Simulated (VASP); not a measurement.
# NdMo (R-3m) in VASP: a series of runs, part 3 of 3

VASP 6.6.1. Earlier steps stand in the parts before.

## Step 5: Relaxation of cell and atoms, PBE

This run uses another cell than the first one, of 26.57 Å³/atom.

Input file INCAR:

```
PREC     = Accurate       # precision mode
ENCUT    = 500            # plane-wave cutoff, eV
EDIFF    = 1E-7           # SCF threshold, eV
ISMEAR   = 0              # smearing method
SIGMA    = 0.1            # smearing width, eV
LREAL    = False          # projectors in reciprocal space
LASPH    = True           # aspherical terms in the spheres
NELM     = 200            # most SCF steps
ALGO     = Normal         # electronic algorithm
ISIF     = 3              # what is computed and relaxed
LWAVE    = False          # write WAVECAR
LCHARG   = False          # write CHGCAR
GGA      = PE             # functional
IBRION   = 2              # ionic algorithm
NSW      = 100            # ionic steps
EDIFFG   = -0.01          # ionic threshold
GGA_COMPAT= False        
NELMIN   = 4            
LMAXMIX  = 6              # l up to which the mixer works
```

Input file KPOINTS:

```
Automatic mesh
0
Gamma
  12 12 12
```

Input file POSCAR:

```
NdMo
1.0
    2.1554609029      1.2444559325      6.6025127397
   -2.1554609029      1.2444559325      6.6025127397
    0.0000000000     -2.4889118650      6.6025127397
Nd Mo
2 2
Direct
    0.0997551376      0.0997551376      0.0997551376
    0.9002448624      0.9002448624      0.9002448624
    0.6801619755      0.6801619755      0.6801619755
    0.3198380245      0.3198380245      0.3198380245
```

Potentials or basis: VASP PAW PBE potentials, release 64 (Nd_3, Mo_sv), 4f in core.

Command:

```bash
$ cat potpaw_PBE.64/Nd_3/POTCAR potpaw_PBE.64/Mo_sv/POTCAR > POTCAR
$ mpirun -np 1 vasp_std > vasp.out
```

OUTCAR:

```text
PREC = Accurate
   ENCUT = 500
   EDIFF = 1E-7
   ISMEAR = 0
   LREAL = False
   LASPH = True
   NELM = 200
   ISIF = 3
   GGA = PE
   IBRION = 2
   NSW = 100
   EDIFFG = -0.01
   NELMIN = 4

 ion  position               nearest neighbor table
   1  0.100  0.100  0.100-   3 3.02   3 3.02   3 3.02   4 3.35   4 3.35   4 3.35   2 3.64   2 3.64
                             2 3.64
   2  0.900  0.900  0.900-   4 3.02   4 3.02   4 3.02   3 3.35   3 3.35   3 3.35   1 3.64   1 3.64
                             1 3.64
   3  0.680  0.680  0.680-   4 2.55   4 2.55   4 2.55   1 3.02   1 3.02   1 3.02   2 3.35   2 3.35
                             2 3.35
   4  0.320  0.320  0.320-   3 2.55   3 2.55   3 2.55   2 3.02   2 3.02   2 3.02   1 3.35   1 3.35
                             1 3.35

  LATTYP: Found a trigonal (rhomboedric) cell.
 ALAT       =     7.0560510734
 COS(alpha) =     0.8133676761

  Lattice vectors:

 A1 = (   2.1554609029,   1.2444559325,   6.6025127397)
 A2 = (  -2.1554609029,   1.2444559325,   6.6025127397)
 A3 = (   0.0000000000,  -2.4889118650,   6.6025127397)

Analysis of symmetry for initial positions (statically):
=====================================================================
 Subroutine PRICEL returns:
 Original cell was already a primitive cell.

 Routine SETGRP: Setting up the symmetry group for a
 trigonal (rhombohedral) supercell.

 Subroutine GETGRP returns: Found 12 space group operations
 (whereof 12 operations were pure point group operations)
 out of a pool of 12 trial point group operations.

The static configuration has the point symmetry D_3d.

Analysis of symmetry for dynamics (positions and initial velocities):
=====================================================================
 Subroutine PRICEL returns:
 Original cell was already a primitive cell.

 Routine SETGRP: Setting up the symmetry group for a
 trigonal (rhombohedral) supercell.
[... 135 lines left out ...]
   LHFCALC =     F    Hartree Fock is set to
   AEXX    =    0.0000 exact exchange contribution
   IVDW    =     0    specifies the selected vdW correction
   LEPSILON=     F    determine dielectric tensor
   LRPA    =     F    only Hartree local field effects (RPA)
 conjugate gradient relaxation of ions
 non-spin polarized calculation
 Gauss-broadening in eV      SIGMA  =   0.10
  energy-cutoff  :      500.00
  volume of cell :      106.26
 maximum number of plane-waves:      2730
 NGX is ok and might be reduce to    54
   NGX = 25   NGY = 25   NGZ = 25

--------------------------------------- Ionic step        1  -------------------------------------------

 number of electron      50.0000002 magnetization

 Free energy of the ion-electron system (eV)
  ---------------------------------------------------
  ext. energy  EPLUGINS =         0.00000000
  ---------------------------------------------------
  free energy    TOTEN  =       -29.99624315 eV

  energy without entropy =      -29.97472974  energy(sigma->0) =      -29.98548644

------------------------ aborting loop because EDIFF is reached ----------------------------------------

  FORCE on cell =-STRESS in cart. coord.  units (eV):
  Direction    XX          YY          ZZ          XY          YZ          ZX
  --------------------------------------------------------------------------------------
  -------------------------------------------------------------------------------------
  Total        0.3437825      0.3437825      0.2876569      0.0000000      0.0000000      0.0000000
  in kB        5.1833941      5.1833941      4.3371581      0.0000000      0.0000000      0.0000000
  external PRESSURE =       4.9013154 kB  Pullay stress =       0.0000000 kB
[... 215 lines left out ...]
--------------------------------------- Ionic step        7  -------------------------------------------

 number of electron      50.0000002 magnetization

 Free energy of the ion-electron system (eV)
  ---------------------------------------------------
  ext. energy  EPLUGINS =         0.00000000
  ---------------------------------------------------
  free energy    TOTEN  =       -29.99929024 eV

  energy without entropy =      -29.97857046  energy(sigma->0) =      -29.98893035

 E-fermi :   5.4001     XC(G=0): -10.5045

 val. band max:        5.3988724149   @ k =   0.5000   0.1667   0.0833
 cond. band min:       5.4017294075   @ k =   0.4167   0.2500   0.1667
 fundamental gap:      0.0028569926
 Fermi energy:         5.4000603980

 k-point     1 :       0.0000    0.0000    0.0000
  band No.  band energies     occupation
      1     -54.9405      2.00000
      2     -54.5912      2.00000
      3     -32.1591      2.00000
      4     -32.0926      2.00000
      5     -29.4377      2.00000
      6     -29.4377      2.00000
[... 781 lines left out ...]
     29       7.1416      0.00000
     30       7.4966      0.00000

 [... further k-points ...]

------------------------ aborting loop because EDIFF is reached ----------------------------------------

  FORCE on cell =-STRESS in cart. coord.  units (eV):
  Direction    XX          YY          ZZ          XY          YZ          ZX
  --------------------------------------------------------------------------------------
  -------------------------------------------------------------------------------------
  Total        0.0070532      0.0070532      0.0157287      0.0000000      0.0000000     -0.0000000
  in kB        0.1058862      0.1058862      0.2361261      0.0000000      0.0000000     -0.0000000
  external PRESSURE =       0.1492995 kB  Pullay stress =       0.0000000 kB
[... 19 lines left out ...]
  FREE ENERGIE OF THE ION-ELECTRON SYSTEM (eV)
  ---------------------------------------------------
  free  energy   TOTEN  =       -29.9992902429 eV

  energy  without entropy=      -29.9785704648  energy(sigma->0) =      -29.98893035

 reached required accuracy - stopping structural energy minimisation
```

OSZICAR:

```text
N       E                     dE             d eps       ncg     rms          rms(c)
DAV:   1     0.528398697145E+03    0.52840E+03   -0.27806E+04 11588   0.157E+03
DAV:   2    -0.314142353984E+01   -0.53154E+03   -0.52059E+03 12494   0.461E+02
DAV:   3    -0.303893017266E+02   -0.27248E+02   -0.26372E+02 18708   0.841E+01
[... 71 lines left out ...]
DAV:   3    -0.299992915761E+02    0.18421E-04   -0.10144E-04 14530   0.356E-02    0.697E-03
DAV:   4    -0.299992909680E+02    0.60813E-06   -0.68496E-06 18158   0.134E-02    0.343E-03
DAV:   5    -0.299992906954E+02    0.27253E-06   -0.50117E-07 12280   0.258E-03    0.203E-03
DAV:   6    -0.299992902768E+02    0.41865E-06   -0.89335E-08  9130   0.143E-03    0.267E-04
DAV:   7    -0.299992902429E+02    0.33849E-07   -0.30172E-08  7782   0.827E-04
   7 F= -.29999290E+02 E0= -.29988930E+02  d E =-.142874E-04
```

CONTCAR:

```text
NdMo
   1.00000000000000
     2.1580105488611636    1.2459279712819562    6.6154747548155850
    -2.1580105488611636    1.2459279712819562    6.6154747548155850
     0.0000000000000000   -2.4918559425639124    6.6154747548155850
  Nd              Mo
     2     2
Direct
     0.0996506802174828    0.0996506802174828    0.0996506802174828
     0.9003493197825171    0.9003493197825171    0.9003493197825171
     0.6808471915581921    0.6808471915581921    0.6808471915581921
     0.3191528084418079    0.3191528084418079    0.3191528084418079

  0.00000000E+00  0.00000000E+00  0.00000000E+00
  0.00000000E+00  0.00000000E+00  0.00000000E+00
  0.00000000E+00  0.00000000E+00  0.00000000E+00
  0.00000000E+00  0.00000000E+00  0.00000000E+00
```

It took 84 min on 1 thread of AMD EPYC 9R45 (Zen 5), shared host; peak memory 0.74 GiB.

Results:

- Free energy: -29.9993 eV
- Relaxed volume: 26.68 Å³/atom
- Relaxed cell: a = 7.069 Å, b = 7.069 Å, c = 7.069 Å, α = 35.55°, β = 35.55°, γ = 35.55°
- Space group after relaxing (to 0.1 Å): R-3m (No. 166)
- Energy gained by relaxing: 0.8 meV/atom
- Ionic steps: 7
- Pressure after relaxing: 0.0 GPa
- Largest force after relaxing: 0.008 eV/Å
- Band gap on the k mesh: zero (bands 25 and 26 overlap by 0.82 eV)

Forces on the atoms (eV/Å):
```
Nd   0.000  0.000 -0.008
Nd   0.000  0.000  0.008
Mo   0.000  0.000 -0.003
Mo   0.000  0.000  0.003
```

The path:
```csv
step,energy change (eV),largest force (eV/Å),pressure (GPa),volume (Å³)
1,0.0000,0.1757,0.49,106.26
2,-0.0010,0.0823,-0.63,107.52
3,-0.0020,0.0871,-0.17,107.00
4,-0.0029,0.0313,-0.06,106.82
5,-0.0030,0.0123,0.00,106.72
6,-0.0030,0.0117,0.01,106.71
7,-0.0030,0.0077,0.01,106.72
```

Final structure:
```
Nd Mo
1.0
     2.15801    1.24593    6.61547
    -2.15801    1.24593    6.61547
     0.00000   -2.49186    6.61547
Nd Mo
2 2
Direct
  0.09965 0.09965 0.09965
  0.90035 0.90035 0.90035
  0.68085 0.68085 0.68085
  0.31915 0.31915 0.31915
```

Caveat: spin-orbit coupling is left out, which moves the levels of the heavy elements; the 4f electrons are frozen in the core, so they carry no moment and show no levels.

## Step 6: The runs side by side

| task | cell | gap on the mesh (eV) | pressure (GPa) | largest force (eV/Å) |
| --- | --- | --- | --- | --- |
| single point | a = 7.215 Å, angles 34.9°, 4 atoms, atomic positions A | none | -0.9 | 0.03 |
| single point | a = 7.363 Å, angles 34.3°, 4 atoms, atomic positions B | none | -1.9 | 0.04 |
| relaxation of shape and atoms at fixed volume | relaxed from a = 6.846 Å, angles 36.2°, 4 atoms, atomic positions C | none | 3.4 | - |
| relaxation of cell and atoms | relaxed from a = 7.056 Å, angles 35.6°, 4 atoms, atomic positions D | none | 0.0 | 0.01 |

Alike in all rows: level PBE; potentials or basis VASP PAW PBE potentials, release 64 (Nd_3, Mo_sv), 4f in core; no spin polarisation; k mesh 12 × 12 × 12; cutoff (eV) 500; smearing gaussian 0.1 eV.

Caveats: spin-orbit coupling is left out, which moves the levels of the heavy elements; the 4f electrons are frozen in the core, so they carry no moment and show no levels.

Total energies depend on the potentials used, so only differences within one code and one set of settings carry meaning.
